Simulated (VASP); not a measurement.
# Si3C4 (C2/m) in VASP: a series of runs

Si3C4 is run at these levels: PBE; tasks: relaxation of cell and atoms, single point.

Everything below comes from runs of VASP 6.6.1. Logs are shortened: lines on timing, memory, paths and dates and some standing lists are left out, and cuts for length are marked.

## Step 1: The cell of the first run

Symmetry: C2/m, No. 12, monoclinic system. Conventional cell: a = 10.571 Å, b = 3.185 Å, c = 5.394 Å, α = 90.00°, β = 119.99°, γ = 90.00°. Within 2.8 Å of Si (site symmetry 2/m) lie 6 C at 2.13 to 2.18 Å and 2 Si at 2.38 Å. Within 2.8 Å of Si (site symmetry m) lie 6 C at 2.09 to 2.19 Å and 1 Si at 2.38 Å. C (site symmetry m) has 4 Si at 2.09 to 2.13 Å and 12 C at 2.82 to 3.18 Å within 3.2 Å. Within 3.2 Å of C (site symmetry m) lie 5 Si at 2.16 to 2.19 Å and 12 C at 2.81 to 3.18 Å.

The cell was built from a structure type or drawn by symmetry, and may not be a known phase.

## Step 2: Relaxation of cell and atoms, PBE

File INCAR:

```
PREC = Accurate
ENCUT = 600
EDIFF = 1E-6
ISMEAR = 0
SIGMA = 0.2
LREAL = False
LASPH = True
NELM = 100
ALGO = Normal
ISIF = 3
LWAVE = False
LCHARG = False
GGA = PE
IBRION = 2
NSW = 36
EDIFFG = -0.08
```

File KPOINTS:

```
regular mesh
0
Gamma
  5 5 4
```

File POSCAR:

```
Si3C4
1.0
    5.2856807000     -1.5923955500      0.0000000000
    5.2856807000      1.5923955500      0.0000000000
   -2.6957225300      0.0000000000      4.6715907800
Si C
3 4
Direct
    0.0000000000      0.0000000000      0.0000000000
    0.7405445600      0.7405445600      0.7217617600
    0.2594554400      0.2594554400      0.2782382400
    0.8793405300      0.8793405300      0.5435662300
    0.1206594700      0.1206594700      0.4564337700
    0.3650473400      0.3650473400      0.0237494300
    0.6349526600      0.6349526600      0.9762505700
```

Potentials or basis: VASP PAW PBE potentials, release 64 (Si, C).

Launch:

```console
cat potpaw_PBE.64/Si/POTCAR potpaw_PBE.64/C/POTCAR > POTCAR
mpirun -np 1 vasp_std > vasp.out
```

OUTCAR:

```text
PREC = Accurate
   ENCUT = 600
   EDIFF = 1E-6
   ISMEAR = 0
   LREAL = False
   LASPH = True
   NELM = 100
   ISIF = 3
   GGA = PE
   IBRION = 2
   NSW = 36
   EDIFFG = -0.08

 ion  position               nearest neighbor table
   1  0.000  0.000  0.000-   4 2.13   5 2.13   7 2.18   7 2.18   6 2.18   6 2.18   2 2.38   3 2.38

   2  0.741  0.741  0.722-   5 2.09   5 2.09   4 2.12   7 2.16   6 2.19   6 2.19   1 2.38   3 2.96
                             3 2.96
   3  0.259  0.259  0.278-   4 2.09   4 2.09   5 2.12   6 2.16   7 2.19   7 2.19   1 2.38   2 2.96
                             2 2.96
   4  0.879  0.879  0.544-   3 2.09   3 2.09   2 2.12   1 2.13
   5  0.121  0.121  0.456-   2 2.09   2 2.09   3 2.12   1 2.13
   6  0.365  0.365  0.024-   3 2.16   1 2.18   1 2.18   2 2.19   2 2.19
   7  0.635  0.635  0.976-   2 2.16   1 2.18   1 2.18   3 2.19   3 2.19

  LATTYP: Found a base centered monoclinic cell.
 ALAT       =    10.5713614000
 B/A-ratio  =     0.3012659372
 C/A-ratio  =     0.5102065376
 COS(beta)  =    -0.4998022985

  Lattice vectors:

 A1 = (   5.2856807000,  -1.5923955500,   0.0000000000)
 A2 = (   5.2856807000,   1.5923955500,   0.0000000000)
 A3 = (  -2.6957225300,   0.0000000000,   4.6715907800)

Analysis of symmetry for initial positions (statically):
=====================================================================
 Subroutine PRICEL returns:
 Original cell was already a primitive cell.

 Routine SETGRP: Setting up the symmetry group for a
 base centered monoclinic supercell.

 Subroutine GETGRP returns: Found  4 space group operations
 (whereof  4 operations were pure point group operations)
 out of a pool of  4 trial point group operations.

The static configuration has the point symmetry C_2h.

Analysis of symmetry for dynamics (positions and initial velocities):
=====================================================================
 Subroutine PRICEL returns:
 Original cell was already a primitive cell.

 Routine SETGRP: Setting up the symmetry group for a
 base centered monoclinic supercell.

 Subroutine GETGRP returns: Found  4 space group operations
 (whereof  4 operations were pure point group operations)
 out of a pool of  4 trial point group operations.

The dynamic configuration has the point symmetry C_2h.

 Subroutine INISYM returns: Found  4 space group operations
 (whereof  4 operations are pure point group operations),
 and found     1 'primitive' translations

----------------------------------------------------------------------------------------

                                     Primitive cell

  volume of cell :      78.6406

  direct lattice vectors                    reciprocal lattice vectors
     5.285680700 -1.592395550  0.000000000     0.094595196 -0.313992337  0.054585774
     5.285680700  1.592395550  0.000000000     0.094595196  0.313992337  0.054585774
    -2.695722530  0.000000000  4.671590780     0.000000000  0.000000000  0.214059845

  length of vectors
     5.520339125  5.520339125  5.393577697     0.332444049  0.332444049  0.214059845

  position of ions in fractional coordinates (direct lattice)
     0.000000000  0.000000000  0.000000000
     0.740544560  0.740544560  0.721761760
     0.259455440  0.259455440  0.278238240
     0.879340530  0.879340530  0.543566230
     0.120659470  0.120659470  0.456433770
     0.365047340  0.365047340  0.023749430
     0.634952660  0.634952660  0.976250570

  ion indices of the primitive-cell ions
   primitive index   ion index
                 1           1
                 2           2
                 3           3
                 4           4
                 5           5
                 6           6
                 7           7

----------------------------------------------------------------------------------------

 KPOINTS: regular mesh

Automatic generation of k-mesh.
 Grid dimensions read from file:
 generate k-points for:    5    5    4

 Generating k-lattice:

  Cartesian coordinates                     Fractional coordinates (reciprocal lattice)
     0.018919039 -0.062798467  0.010917155     0.200000000  0.000000000  0.000000000
     0.018919039  0.062798467  0.010917155     0.000000000  0.200000000  0.000000000
     0.000000000  0.000000000  0.053514961     0.000000000  0.000000000  0.250000000

  Length of vectors
     0.066488810  0.066488810  0.053514961

  Shift w.r.t. Gamma in fractional coordinates (k-lattice)
     0.000000000  0.000000000  0.000000000

 Subroutine IBZKPT returns following result:
 ===========================================

 Found     33 irreducible k-points:

 Following reciprocal coordinates:
            Coordinates               Weight
  0.000000  0.000000  0.000000      1.000000
  0.200000 -0.000000  0.000000      4.000000
  0.400000 -0.000000 -0.000000      4.000000
  0.200000  0.200000  0.000000      2.000000
  0.400000  0.200000  0.000000      4.000000
 -0.400000  0.200000  0.000000      4.000000
[... 16 lines left out ...]
 -0.200000 -0.400000  0.250000      4.000000
 -0.200000 -0.200000  0.250000      2.000000
 [... further k-points ...]
   k-points           NKPTS =     33   k-points in BZ     NKDIM =     33   number of bands    NBANDS=     18
   number of dos      NEDOS =    301   number of ions     NIONS =      7
   total plane-waves  NPLWV = 110592
   dimension x,y,z NGX =    48 NGY =   48 NGZ =   48
   dimension x,y,z NGXF=    96 NGYF=   96 NGZF=   96
   ions per type =               3   4
   NGX,Y,Z   is equivalent  to a cutoff of  14.46, 14.46, 14.80 a.u.
   NGXF,Y,Z  is equivalent  to a cutoff of  28.91, 28.91, 29.59 a.u.
 SYSTEM =  unknown system
   PREC   = accura    normal or accurate (medium, high low for compatibility)
   ISTART =      0    job   : 0-new  1-cont  2-samecut
   ICHARG =      2    charge: 1-file 2-atom 10-const
   ISPIN  =      1    spin polarized calculation?
   LNONCOLLINEAR =      F non collinear calculations
   LSORBIT =      F    spin-orbit coupling
   LASPH  =      T    aspherical Exc in radial PAW
   ENCUT  =  600.0 eV  44.10 Ry    6.64 a.u.  11.03 11.03 10.77*2*pi/ulx,y,z
   NELM   =    100;   NELMIN=  2; NELMDL= -5     # of ELM steps
   EDIFF  = 0.1E-05   stopping-criterion for ELM
   LREAL  =      F    real-space projection
   EDIFFG = -.8E-01   stopping-criterion for IOM
   NSW    =     36    number of steps for IOM
   IBRION =      2    ionic relax: 0-MD 1-quasi-New 2-CG
   NFREE  =      1    steps in history (QN), initial steepest desc. (CG)
   ISIF   =      3    stress and relaxation
   ISYM   =      2    0-nonsym 1-usesym 2-fastsym
   POTIM  = 0.5000    time-step for ionic-motion
   TEBEG  =    0.0;   TEEND  =   0.0 temperature during run
   PSTRESS=    0.0 pullay stress
   NELECT =      28.0000    total number of electrons
   NUPDOWN=      -1.0000    fix difference up-down
   EMIN   =  10.00;   EMAX   =-10.00  energy-range for DOS
   EFERMI =   0.00;   METHOD = LEGACY
   ISMEAR =     0;   SIGMA  =   0.20  broadening in eV -4-tet -1-fermi 0-gaus
   EFERMI_NEDOS =   21; number of points for ismear=-14 and -15
   IALGO  =     38    algorithm
   IMIX   =      4    mixing-type and parameters
     AMIX     =   0.40;   BMIX     =  1.00
     AMIX_MAG =   1.60;   BMIX_MAG =  1.00
  volume/ion in A,a.u.               =      11.23        75.81
  Fermi-wavevector in a.u.,A,eV,Ry     =   1.160322  2.192691 18.318173  1.346348
  Thomas-Fermi vector in A             =   2.296906
   LORBIT       =      0    0 simple, 1 ext, 2 COOP (PROOUT), +10 PAW based schemes
   GGA     = PE    functional components
   LHFCALC =     F    Hartree Fock is set to
   AEXX    =    0.0000 exact exchange contribution
   IVDW    =     0    specifies the selected vdW correction
   LEPSILON=     F    determine dielectric tensor
   LRPA    =     F    only Hartree local field effects (RPA)
 conjugate gradient relaxation of ions
 non-spin polarized calculation
 Gauss-broadening in eV      SIGMA  =   0.20
  energy-cutoff  :      600.00
  volume of cell :       78.64
 maximum number of plane-waves:      2646
 NGX is ok and might be reduce to    48
   NGX = 23   NGY = 23   NGZ = 21

--------------------------------------- Ionic step        1  -------------------------------------------

 number of electron      28.0000000 magnetization

 Free energy of the ion-electron system (eV)
  ---------------------------------------------------
  ext. energy  EPLUGINS =         0.00000000
  ---------------------------------------------------
  free energy    TOTEN  =       -43.36317868 eV

  energy without entropy =      -43.29361410  energy(sigma->0) =      -43.32839639

------------------------ aborting loop because EDIFF is reached ----------------------------------------

  FORCE on cell =-STRESS in cart. coord.  units (eV):
  Direction    XX          YY          ZZ          XY          YZ          ZX
  --------------------------------------------------------------------------------------
  -------------------------------------------------------------------------------------
  Total       -9.4850396    -15.0552602    -11.3990488      0.0000000      0.0000000      4.1528107
  in kB     -193.2426855   -306.7271228   -232.2375956      0.0000000      0.0000000     84.6069515
  external PRESSURE =    -244.0691346 kB  Pullay stress =       0.0000000 kB
[... 104 lines left out ...]
  FREE ENERGIE OF THE ION-ELECTRON SYSTEM (eV)
  ---------------------------------------------------
  free  energy   TOTEN  =       -45.3444028865 eV

  energy  without entropy=      -45.2859286976  energy(sigma->0) =      -45.31516579

[... ionic steps 4 to 11 ...]

--------------------------------------- Ionic step       12  -------------------------------------------

 number of electron      28.0000000 magnetization

------------------------ aborting loop because EDIFF is reached ----------------------------------------

  FORCE on cell =-STRESS in cart. coord.  units (eV):
  Direction    XX          YY          ZZ          XY          YZ          ZX
  --------------------------------------------------------------------------------------
  -------------------------------------------------------------------------------------
  Total       -0.3200626     -0.2198720     -0.4329977      0.0000000      0.0000000     -0.1883938
  in kB       -7.6620986     -5.2635980    -10.3656925      0.0000000      0.0000000     -4.5100297
  external PRESSURE =      -7.7637964 kB  Pullay stress =       0.0000000 kB
[... 67 lines left out ...]
  energy  without entropy=      -45.8356410087  energy(sigma->0) =      -45.86632078

--------------------------------------- Ionic step       14  -------------------------------------------

 number of electron      28.0000000 magnetization

 Free energy of the ion-electron system (eV)
  ---------------------------------------------------
  ext. energy  EPLUGINS =         0.00000000
  ---------------------------------------------------
  free energy    TOTEN  =       -45.90061391 eV

  energy without entropy =      -45.84334744  energy(sigma->0) =      -45.87198068

 E-fermi :   8.6995     XC(G=0): -11.7941

 val. band max:        8.6982436845   @ k =  -0.4000  -0.4000   0.2500
 cond. band min:       8.7282756385   @ k =   0.4000  -0.0000  -0.0000
 fundamental gap:      0.0300319539
 Fermi energy:         8.6995341045

 k-point     1 :       0.0000    0.0000    0.0000
  band No.  band energies     occupation
      1      -7.8457      2.00000
      2      -2.7883      2.00000
      3      -2.4217      2.00000
      4      -2.1764      2.00000
      5      -0.9499      2.00000
      6      -0.0903      2.00000
[... 10 lines left out ...]
     17      13.8049      0.00000
     18      14.7233      0.00000
[... 466 lines left out ...]
      2      -4.3078      2.00000
      3      -2.8493      2.00000
      4      -2.1406      2.00000
      5       0.5530      2.00000
      6       0.9263      2.00000
[... 10 lines left out ...]
     17      13.4370      0.00000
     18      15.0230      0.00000

 [... further k-points ...]

------------------------ aborting loop because EDIFF is reached ----------------------------------------

  FORCE on cell =-STRESS in cart. coord.  units (eV):
  Direction    XX          YY          ZZ          XY          YZ          ZX
  --------------------------------------------------------------------------------------
  -------------------------------------------------------------------------------------
  Total        0.3551032      0.3976236      0.2847281      0.0000000      0.0000000      0.0150670
  in kB        8.5797147      9.6070574      6.8793678      0.0000000      0.0000000      0.3640368
  external PRESSURE =       8.3553800 kB  Pullay stress =       0.0000000 kB
[... 22 lines left out ...]
  FREE ENERGIE OF THE ION-ELECTRON SYSTEM (eV)
  ---------------------------------------------------
  free  energy   TOTEN  =       -45.9006139130 eV

  energy  without entropy=      -45.8433474400  energy(sigma->0) =      -45.87198068

 reached required accuracy - stopping structural energy minimisation
```

Wall time 13 min (1 thread of Intel Xeon Platinum 8375C at 2.90GHz (Ice Lake), shared host); peak memory 0.34 GiB.

Results:

| Quantity | Value |
| --- | --- |
| Free energy | -45.9006 eV |
| Relaxed volume | 9.47 Å³/atom |
| Relaxed cell | a = 5.345 Å, b = 5.345 Å, c = 5.194 Å, α = 120.58°, β = 120.58°, γ = 31.77° |
| Space group after relaxing (to 0.1 Å) | C2/m (No. 12) |
| Energy gained by relaxing | 362.5 meV/atom |
| Ionic steps | 14 |
| Pressure after relaxing | 0.8 GPa |
| Largest force after relaxing | 0.070 eV/Å |
| Band gap on the k mesh | zero (bands 14 and 15 overlap by 1.40 eV) |

Forces on the atoms (eV/Å):
```
Si   0.000  0.000  0.000
Si  -0.031  0.000 -0.028
Si   0.031  0.000  0.028
C   -0.063  0.000 -0.030
C    0.063  0.000  0.030
C    0.056  0.000 -0.024
C   -0.056  0.000  0.024
```

Step by step:
```tsv
step	energy change (eV)	largest force (eV/Å)	pressure (GPa)	volume (Å³)
1	0.0000	3.0223	-24.41	78.64
2	-1.7728	1.5501	22.99	60.64
3	-1.9812	2.0264	6.53	64.27
4	-2.3476	0.4994	2.73	65.51
5	-2.3579	0.5635	2.29	65.75
6	-2.4365	0.6481	-2.30	67.33
7	-2.4377	0.5495	-1.85	67.15
8	-2.4930	0.3756	-0.18	66.79
9	-2.5056	0.3653	1.02	66.52
10	-2.5178	0.2341	-1.00	67.09
11	-2.5178	0.2341	-1.00	67.09
12	-2.5293	0.1481	-0.78	66.93
13	-2.5338	0.1319	-0.51	66.73
14	-2.5374	0.0695	0.84	66.31
```

Final structure:
```yaml
crystal:
  lattice:
    - [5.14039, -1.46311, -0.07622]
    - [5.14039, 1.46311, -0.07622]
    - [-2.68191, 0.00000, 4.44826]
  atoms:
    - { symbol: Si, position: [0.00000, 0.00000, 0.00000] }
    - { symbol: Si, position: [0.70742, 0.70742, 0.71310] }
    - { symbol: Si, position: [0.29258, 0.29258, 0.28690] }
    - { symbol: C, position: [0.86811, 0.86811, 0.56217] }
    - { symbol: C, position: [0.13189, 0.13189, 0.43783] }
    - { symbol: C, position: [0.37333, 0.37333, 0.03728] }
    - { symbol: C, position: [0.62667, 0.62667, 0.96272] }
```

Caveat: the k points lie up to 0.45 Å⁻¹ apart in the final cell, too coarse for converged energies and pressures of a metal; the volume moved by over 15 % at a fixed basis, so the end points are rough; the relaxation stopped at a loose force limit of 0.08 eV/Å, so its end isn't a converged minimum.

## Step 3: Single point, PBE

This run uses another cell than the first one, of 9.57 Å³/atom.

File INCAR:

```
PREC = Accurate ; ENCUT = 520
EDIFF = 1E-7 ; ISMEAR = 0
SIGMA = 0.2 ; LREAL = F
LASPH = T ; NELM = 60
ALGO = Normal ; ISIF = 2
LWAVE = F ; LCHARG = T
GGA = PE ; LELF = T
LVHAR = T ; NBANDS = 23
```

File KPOINTS:

```
Automatic mesh
0
Gamma
  5 5 4
```

File POSCAR:

```
Si3C4
1.0
    5.1333189816     -1.4768678444     -0.0561172847
    5.1333189816      1.4768678444     -0.0561172847
   -2.6676149057      0.0000000000      4.4476393283
Si C
3 4
Direct
    0.0000000000      0.0000000000      0.0000000000
    0.7048701258      0.7048701258      0.7074294896
    0.2951298742      0.2951298742      0.2925705104
    0.8674951399      0.8674951399      0.5615326293
    0.1325048601      0.1325048601      0.4384673707
    0.3746113119      0.3746113119      0.0394750008
    0.6253886881      0.6253886881      0.9605249992
```

Potentials or basis: VASP PAW PBE potentials, release 64 (Si, C).

Launch:

```console
cat potpaw_PBE.64/Si/POTCAR potpaw_PBE.64/C/POTCAR > POTCAR
mpirun -np 1 vasp_std > vasp.out
```

It took 80 s on 1 thread of Intel Xeon Platinum 8259CL at 2.50GHz (Skylake/Cascade Lake), shared host; peak memory 0.24 GiB.

Results (log left out):

```yaml
Free_energy: -45.8848 eV
Pressure: -0.4 GPa
Largest_force: 0.041 eV/Å
Band_gap_on_the_k_mesh: zero (bands 14 and 15 overlap by 1.35 eV)
```

Forces on the atoms (eV/Å):
```
Si   0.000  0.000  0.000
Si   0.009  0.000  0.039
Si  -0.009  0.000 -0.039
C    0.006  0.000  0.012
C   -0.006  0.000 -0.012
C   -0.010  0.000 -0.015
C    0.010  0.000  0.015
```

Stress tensor (GPa, compression positive):
```
-0.34  0.00 -0.27
 0.00 -0.38  0.00
-0.27  0.00 -0.44
```

Levels at points of the mesh, in eV from the Fermi level:
| k point | band 12 | band 13 | band 14 | band 15 | band 16 | band 17 |
| --- | --- | --- | --- | --- | --- | --- |
| (0.00, 0.00, 0.00) | -0.34 | 0.19 | 0.37 | 0.52 | 2.32 | 5.01 |
| (0.00, 0.00, 0.50) | -1.47 | 0.05 | 0.22 | 0.34 | 1.25 | 5.25 |

Caveat: the k points lie up to 0.45 Å⁻¹ apart, too coarse for converged energies and pressures of a metal.
